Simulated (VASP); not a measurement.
# Li3YBi2 (P-3m1) in VASP: further runs

Li3YBi2 is run at these levels: LDA; tasks: single point, relaxation of cell and atoms.

All numbers are computed with VASP 6.6.1; they aren't measurements. Logs are shortened: lines on timing, memory, paths and dates and some standing lists are left out, and cuts for length are marked.

## 1. The cell of the first run

Symmetry: P-3m1, No. 164, trigonal system. Conventional cell: a = 4.541 Å, b = 4.541 Å, c = 7.084 Å, α = 90.00°, β = 90.00°, γ = 120.00°. Li (site symmetry 3m) has 4 Bi at 2.71 to 2.87 Å and 6 Li at 2.84 to 3.40 Å and 3 Y at 3.60 Å within 3.6 Å. Within 3.7 Å of Li (site symmetry -3m) lie 6 Li at 2.84 Å and 6 Bi at 3.17 Å and 2 Y at 3.54 Å. Y (site symmetry -3m) has 6 Bi at 3.16 Å and 8 Li at 3.54 to 3.60 Å within 4.2 Å. Bi (site symmetry 3m) has 7 Li at 2.71 to 3.17 Å and 3 Y at 3.16 Å within 3.6 Å.

## 2. Single point, LDA

The input, INCAR:

```
PREC     = Accurate       # precision mode
ENCUT    = 520            # plane-wave cutoff, eV
EDIFF    = 1E-7           # SCF threshold, eV
ISMEAR   = 1              # smearing method
SIGMA    = 0.1            # smearing width, eV
LREAL    = F              # projectors in reciprocal space
LASPH    = T              # aspherical terms in the spheres
NELM     = 100            # most SCF steps
ALGO     = Normal         # electronic algorithm
ISIF     = 2              # what is computed and relaxed
LWAVE    = F              # write WAVECAR
LCHARG   = F              # write CHGCAR
NBANDS   = 34             # bands
```

The input, KPOINTS:

```
Automatic mesh
0
Gamma
  5 5 3
```

The input, POSCAR:

```
Li3YBi2
1.0
    4.5405654909      0.0000000000      0.0000000000
   -2.2702827454      3.9322450626      0.0000000000
    0.0000000000      0.0000000000      7.0842384542
Li Y Bi
3 1 2
Direct
    0.6666666667      0.3333333333      0.3474484095
    0.3333333333      0.6666666667      0.6525515905
    0.0000000000      0.0000000000      0.5000000000
    0.0000000000      0.0000000000      0.0000000000
    0.6666666667      0.3333333333      0.7518960207
    0.3333333333      0.6666666667      0.2481039793
```

Potentials or basis: VASP PAW LDA potentials, release 64 (Li_sv, Y_sv, Bi_d).

Run with:

```sh
cat potpaw_LDA.64/Li_sv/POTCAR potpaw_LDA.64/Y_sv/POTCAR potpaw_LDA.64/Bi_d/POTCAR > POTCAR
mpirun -np 1 vasp_std > vasp.out
```

OUTCAR:

```text
PREC = Accurate
   ENCUT = 520
   EDIFF = 1E-7
   ISMEAR = 1
   LREAL = F
   LASPH = T
   NELM = 100
   ISIF = 2

 ion  position               nearest neighbor table
   1  0.667  0.333  0.347-   6 2.71   6 2.71   6 2.71   5 2.87
   2  0.333  0.667  0.653-   5 2.71   5 2.71   5 2.71   6 2.87
   3  0.000  0.000  0.500-   5 3.17   6 3.17   6 3.17   5 3.17   5 3.17   6 3.17
   4  0.000  0.000  0.000-   5 3.16   6 3.16   6 3.16   5 3.16   5 3.16   6 3.16
   5  0.667  0.333  0.752-   2 2.71   2 2.71   2 2.71   1 2.87   4 3.16   4 3.16   4 3.16   3 3.17
                             3 3.17   3 3.17
   6  0.333  0.667  0.248-   1 2.71   1 2.71   1 2.71   2 2.87   4 3.16   4 3.16   4 3.16   3 3.17
                             3 3.17   3 3.17

  LATTYP: Found a hexagonal cell.
 ALAT       =     4.5405654909
 C/A-ratio  =     1.5602106100

  Lattice vectors:

 A1 = (   4.5405654909,   0.0000000000,   0.0000000000)
 A2 = (  -2.2702827454,   3.9322450626,   0.0000000000)
 A3 = (   0.0000000000,   0.0000000000,   7.0842384542)

Analysis of symmetry for initial positions (statically):
=====================================================================
 Subroutine PRICEL returns:
 Original cell was already a primitive cell.

 Routine SETGRP: Setting up the symmetry group for a
 hexagonal supercell.

 Subroutine GETGRP returns: Found 12 space group operations
 (whereof 12 operations were pure point group operations)
 out of a pool of 24 trial point group operations.

The static configuration has the point symmetry D_3d.

Analysis of symmetry for dynamics (positions and initial velocities):
=====================================================================
 Subroutine PRICEL returns:
 Original cell was already a primitive cell.

 Routine SETGRP: Setting up the symmetry group for a
 hexagonal supercell.

 Subroutine GETGRP returns: Found 12 space group operations
 (whereof 12 operations were pure point group operations)
 out of a pool of 24 trial point group operations.

The dynamic configuration has the point symmetry D_3d.

 Subroutine INISYM returns: Found 12 space group operations
 (whereof 12 operations are pure point group operations),
 and found     1 'primitive' translations

----------------------------------------------------------------------------------------

                                     Primitive cell

  volume of cell :     126.4864

  direct lattice vectors                    reciprocal lattice vectors
     4.540565491  0.000000000  0.000000000     0.220236885  0.127153825  0.000000000
    -2.270282745  3.932245063  0.000000000     0.000000000  0.254307650  0.000000000
     0.000000000  0.000000000  7.084238454     0.000000000  0.000000000  0.141158433

  length of vectors
     4.540565491  4.540565491  7.084238454     0.254307650  0.254307650  0.141158433

  position of ions in fractional coordinates (direct lattice)
     0.666666667  0.333333333  0.347448409
     0.333333333  0.666666667  0.652551591
     0.000000000  0.000000000  0.500000000
     0.000000000  0.000000000  0.000000000
     0.666666667  0.333333333  0.751896021
     0.333333333  0.666666667  0.248103979

  ion indices of the primitive-cell ions
   primitive index   ion index
                 1           1
                 2           2
                 3           3
                 4           4
                 5           5
                 6           6

----------------------------------------------------------------------------------------

 KPOINTS: Automatic mesh

Automatic generation of k-mesh.
 Grid dimensions read from file:
 generate k-points for:    5    5    3

 Generating k-lattice:

  Cartesian coordinates                     Fractional coordinates (reciprocal lattice)
     0.044047377  0.025430765  0.000000000     0.200000000  0.000000000  0.000000000
     0.000000000  0.050861530  0.000000000     0.000000000  0.200000000  0.000000000
     0.000000000  0.000000000  0.047052811     0.000000000  0.000000000  0.333333333

  Length of vectors
     0.050861530  0.050861530  0.047052811

  Shift w.r.t. Gamma in fractional coordinates (k-lattice)
     0.000000000  0.000000000  0.000000000

 Subroutine IBZKPT returns following result:
 ===========================================

 Found     12 irreducible k-points:

 Following reciprocal coordinates:
            Coordinates               Weight
  0.000000  0.000000  0.000000      1.000000
  0.200000  0.000000  0.000000      6.000000
  0.400000  0.000000  0.000000      6.000000
  0.200000  0.200000  0.000000      6.000000
  0.400000  0.200000  0.000000      6.000000
  0.000000  0.000000  0.333333      2.000000
  0.200000  0.000000  0.333333      6.000000
  0.000000  0.200000  0.333333      6.000000
  0.400000  0.000000  0.333333      6.000000
  0.000000  0.400000  0.333333      6.000000
  0.200000  0.200000  0.333333     12.000000
  0.400000  0.200000  0.333333     12.000000
   k-points           NKPTS =     12   k-points in BZ     NKDIM =     12   number of bands    NBANDS=     34
   number of dos      NEDOS =    301   number of ions     NIONS =      6
   total plane-waves  NPLWV =  69984
   dimension x,y,z NGX =    36 NGY =   36 NGZ =   54
   dimension x,y,z NGXF=    72 NGYF=   72 NGZF=  108
   ions per type =               3   1   2
   NGX,Y,Z   is equivalent  to a cutoff of  13.18, 13.18, 12.67 a.u.
   NGXF,Y,Z  is equivalent  to a cutoff of  26.36, 26.36, 25.34 a.u.
 SYSTEM =  unknown system
   PREC   = accura    normal or accurate (medium, high low for compatibility)
   ISTART =      0    job   : 0-new  1-cont  2-samecut
   ICHARG =      2    charge: 1-file 2-atom 10-const
   ISPIN  =      1    spin polarized calculation?
   LNONCOLLINEAR =      F non collinear calculations
   LSORBIT =      F    spin-orbit coupling
   LASPH  =      T    aspherical Exc in radial PAW
   ENCUT  =  520.0 eV  38.22 Ry    6.18 a.u.   8.44  8.44 13.17*2*pi/ulx,y,z
   NELM   =    100;   NELMIN=  2; NELMDL= -5     # of ELM steps
   EDIFF  = 0.1E-06   stopping-criterion for ELM
   LREAL  =      F    real-space projection
   EDIFFG = 0.1E-05   stopping-criterion for IOM
   NSW    =      0    number of steps for IOM
   IBRION =     -1    ionic relax: 0-MD 1-quasi-New 2-CG
   NFREE  =      0    steps in history (QN), initial steepest desc. (CG)
   ISIF   =      2    stress and relaxation
   ISYM   =      2    0-nonsym 1-usesym 2-fastsym
   POTIM  = 0.5000    time-step for ionic-motion
   TEBEG  =    0.0;   TEEND  =   0.0 temperature during run
   PSTRESS=    0.0 pullay stress
   NELECT =      50.0000    total number of electrons
   NUPDOWN=      -1.0000    fix difference up-down
   EMIN   =  10.00;   EMAX   =-10.00  energy-range for DOS
   EFERMI =   0.00;   METHOD = LEGACY
   ISMEAR =     1;   SIGMA  =   0.10  broadening in eV -4-tet -1-fermi 0-gaus
   EFERMI_NEDOS =   21; number of points for ismear=-14 and -15
   IALGO  =     38    algorithm
   IMIX   =      4    mixing-type and parameters
     AMIX     =   0.40;   BMIX     =  1.00
     AMIX_MAG =   1.60;   BMIX_MAG =  1.00
  volume/ion in A,a.u.               =      21.08       142.26
  Fermi-wavevector in a.u.,A,eV,Ry     =   1.201481  2.270470 19.640782  1.443557
  Thomas-Fermi vector in A             =   2.337289
   LORBIT       =      0    0 simple, 1 ext, 2 COOP (PROOUT), +10 PAW based schemes
   GGA     = CA    functional components
   LHFCALC =     F    Hartree Fock is set to
   AEXX    =    0.0000 exact exchange contribution
   IVDW    =     0    specifies the selected vdW correction
   LEPSILON=     F    determine dielectric tensor
   LRPA    =     F    only Hartree local field effects (RPA)
 non-spin polarized calculation
 Methfessel and Paxton  Order N= 1 SIGMA  =   0.10
  energy-cutoff  :      520.00
  volume of cell :      126.49
 maximum number of plane-waves:      3453
 NGX is ok and might be reduce to    36
   NGX = 17   NGY = 17   NGZ = 27

 number of electron      49.9999998 magnetization

 Free energy of the ion-electron system (eV)
  ---------------------------------------------------
  ext. energy  EPLUGINS =         0.00000000
  ---------------------------------------------------
  free energy    TOTEN  =       -26.77748575 eV

  energy without entropy =      -26.77533895  energy(sigma->0) =      -26.77677015

 E-fermi :   5.5086     XC(G=0):  -9.8110

 val. band max:        5.4799391276   @ k =   0.0000   0.0000   0.0000
 cond. band min:       5.5384906058   @ k =   0.0000   0.4000   0.3333
 fundamental gap:      0.0585514781
 Fermi energy:         5.5086112091

 k-point     1 :       0.0000    0.0000    0.0000
  band No.  band energies     occupation
      1     -40.5572      2.00000
      2     -39.9828      2.00000
      3     -39.9797      2.00000
      4     -37.6599      2.00000
      5     -17.8232      2.00000
      6     -17.8232      2.00000
[... 26 lines left out ...]
     33       8.3434      0.00000
     34       8.3434      0.00000

 k-point     2 :       0.2000    0.0000    0.0000
  band No.  band energies     occupation
      1     -40.5570      2.00000
      2     -39.9825      2.00000
      3     -39.9799      2.00000
      4     -37.6592      2.00000
      5     -17.8294      2.00000
      6     -17.8263      2.00000
[... 26 lines left out ...]
     33       9.9795      0.00000
     34      10.3325      0.00000

 k-point     3 :       0.4000    0.0000    0.0000
  band No.  band energies     occupation
      1     -40.5567      2.00000
      2     -39.9820      2.00000
      3     -39.9805      2.00000
      4     -37.6582      2.00000
      5     -17.8437      2.00000
      6     -17.8314      2.00000
[... 26 lines left out ...]
     33      10.1606      0.00000
     34      10.2676      0.00000
[... 260 lines left out ...]
 k-point    11 :       0.2000    0.2000    0.3333
  band No.  band energies     occupation
      1     -40.5567      2.00000
      2     -39.9821      2.00000
      3     -39.9804      2.00000
      4     -37.6584      2.00000
      5     -17.8390      2.00000
      6     -17.8295      2.00000
[... 26 lines left out ...]
     33      10.1428      0.00000
     34      10.8636      0.00000

 k-point    12 :       0.4000    0.2000    0.3333
  band No.  band energies     occupation
      1     -40.5566      2.00000
      2     -39.9816      2.00000
      3     -39.9809      2.00000
      4     -37.6579      2.00000
      5     -17.8440      2.00000
      6     -17.8326      2.00000
[... 26 lines left out ...]
     33      10.0629      0.00000
     34      11.0122      0.00000

------------------------ aborting loop because EDIFF is reached ----------------------------------------

  FORCE on cell =-STRESS in cart. coord.  units (eV):
  Direction    XX          YY          ZZ          XY          YZ          ZX
  --------------------------------------------------------------------------------------
  -------------------------------------------------------------------------------------
  Total        0.0073501      0.0073501     -0.0011056      0.0000000      0.0000000     -0.0000000
  in kB        0.0931022      0.0931022     -0.0140042      0.0000000      0.0000000     -0.0000000
  external PRESSURE =       0.0574000 kB  Pullay stress =       0.0000000 kB

 VOLUME and BASIS-vectors are now :
 -----------------------------------------------------------------------------
  energy-cutoff  :      520.00
  volume of cell :      126.49
      direct lattice vectors                 reciprocal lattice vectors
     4.540565491  0.000000000  0.000000000     0.220236885  0.127153825  0.000000000
    -2.270282745  3.932245063  0.000000000     0.000000000  0.254307650  0.000000000
     0.000000000  0.000000000  7.084238454     0.000000000  0.000000000  0.141158433

 POSITION                                       TOTAL-FORCE (eV/Angst)
 -----------------------------------------------------------------------------------
      2.27028      1.31075      2.46141         0.000000      0.000000      0.000845
     -0.00000      2.62150      4.62283        -0.000000     -0.000000     -0.000845
      0.00000      0.00000      3.54212         0.000000      0.000000      0.000000
      0.00000      0.00000      0.00000         0.000000      0.000000      0.000000
      2.27028      1.31075      5.32661         0.000000      0.000000      0.000112
     -0.00000      2.62150      1.75763        -0.000000      0.000000     -0.000112
 -----------------------------------------------------------------------------------
    total drift:                                0.000000      0.000000     -0.000000

  FREE ENERGIE OF THE ION-ELECTRON SYSTEM (eV)
  ---------------------------------------------------
  free  energy   TOTEN  =       -26.7774857459 eV

  energy  without entropy=      -26.7753389487  energy(sigma->0) =      -26.77677015
```

It took 57 s on 1 thread of Intel Xeon Platinum 8559C (Emerald Rapids), shared host; peak memory 0.23 GiB.

Results:

```
Free energy            : -26.7775 eV
Band gap on the k mesh : zero (band 25 reaches 5.97 eV, above the bottom of band 26 at 5.54 eV)
```

Caveat: the cutoff is under 1.25 times the usual one of these potentials, so pressure, stress and relaxed cells hold a basis-set (Pulay) error; spin-orbit coupling is left out, which moves the levels of the heavy elements.

## 3. Relaxation of cell and atoms, LDA

This run uses another cell than the first one, of 22.74 Å³/atom, 1.079 times its volume.

The input, INCAR:

```
SYSTEM = Li3YBi2
PREC = Accurate
ENCUT = 600
EDIFF = 1E-6
ISMEAR = 1
SIGMA = 0.1
LREAL = .FALSE.
LASPH = .TRUE.
NELM = 80
ALGO = Normal
ISIF = 3
LWAVE = .FALSE.
LCHARG = .FALSE.
GGA = CA
IBRION = 2
NSW = 80
EDIFFG = -0.01
```

The input, KPOINTS:

```
regular mesh
0
G
  5 5 3
  0 0 0
```

The input, POSCAR:

```
Li3YBi2
1.0
    4.6380040000      0.0000000000      0.0000000000
   -2.3190020000      4.0166300000      0.0000000000
    0.0000000000      0.0000000000      7.3243250000
Li Y Bi
3 1 2
Direct
    0.6666666667      0.3333333333      0.3509370000
    0.3333333333      0.6666666667      0.6490630000
    0.0000000000      0.0000000000      0.5000000000
    0.0000000000      0.0000000000      0.0000000000
    0.6666666667      0.3333333333      0.7525870000
    0.3333333333      0.6666666667      0.2474130000
```

Potentials or basis: VASP PAW LDA potentials, release 64 (Li_sv, Y_sv, Bi_d).

Run with:

```sh
cat potpaw_LDA.64/Li_sv/POTCAR potpaw_LDA.64/Y_sv/POTCAR potpaw_LDA.64/Bi_d/POTCAR > POTCAR
mpirun -np 1 vasp_std > vasp.out
```

Run time: 5.9 min. Hardware: 1 thread of Intel Xeon Platinum 8559C (Emerald Rapids), shared host; peak memory 0.3 GiB.

It converged, with:

* Free energy: -26.7815 eV
* Relaxed volume: 21.08 Å³/atom
* Relaxed cell: a = 4.537 Å, b = 4.537 Å, c = 7.092 Å, α = 90.00°, β = 90.00°, γ = 120.00°
* Space group after relaxing (to 0.05 Å): P-3m1 (No. 164)
* Energy gained by relaxing: 16.9 meV/atom
* Ionic steps: 11
* Pressure after relaxing: 0.0 GPa
* Largest force after relaxing: 0.008 eV/Å
* Band gap on the k mesh: zero (band 25 reaches 5.96 eV, above the bottom of band 26 at 5.54 eV)

Forces in eV/Å, atoms in the order of the input:
```
Li   0.000  0.000 -0.006
Li   0.000  0.000  0.006
Li   0.000  0.000  0.000
Y    0.000  0.000  0.000
Bi   0.000  0.000  0.008
Bi   0.000  0.000 -0.008
```

Stress tensor (GPa, compression positive):
```
 0.05  0.00  0.00
 0.00  0.05  0.00
 0.00  0.00 -0.03
```

The path:
| step | energy change (eV) | largest force (eV/Å) | pressure (GPa) | volume (Å³) |
| --- | --- | --- | --- | --- |
| 1 | 0.0000 | 0.1021 | -3.01 | 136.45 |
| 2 | -0.0966 | 0.0345 | -0.63 | 128.18 |
| 3 | -0.0992 | 0.0718 | 0.15 | 126.24 |
| 4 | -0.0993 | 0.0650 | 0.01 | 126.59 |
| 5 | -0.0993 | 0.0610 | -0.06 | 126.78 |
| 6 | -0.1003 | 0.0389 | -0.06 | 126.73 |
| 7 | -0.1008 | 0.0340 | -0.06 | 126.65 |
| 8 | -0.1010 | 0.0295 | 0.01 | 126.44 |
| 9 | -0.1010 | 0.0243 | 0.09 | 126.21 |
| 10 | -0.1012 | 0.0195 | 0.08 | 126.27 |
| 11 | -0.1014 | 0.0084 | 0.02 | 126.45 |

Final structure:
```
Li Y Bi
1.0
     4.53740    0.00000    0.00000
    -2.26870    3.92951    0.00000
     0.00000    0.00000    7.09225
Li Y Bi
3 1 2
Direct
  0.66667 0.33333 0.34821
  0.33333 0.66667 0.65179
  0.00000 0.00000 0.50000
  0.00000 0.00000 0.00000
  0.66667 0.33333 0.75168
  0.33333 0.66667 0.24832
```

Levels at points of the mesh, in eV from the Fermi level:
```csv
k point,band 23,band 24,band 25,band 26,band 27,band 28
"(0.00, 0.00, 0.00)",-0.02,-0.02,0.45,0.93,1.08,1.08
```

Caveat: the cutoff is under 1.25 times the usual one of these potentials, so pressure, stress and relaxed cells hold a basis-set (Pulay) error; spin-orbit coupling is left out, which moves the levels of the heavy elements.
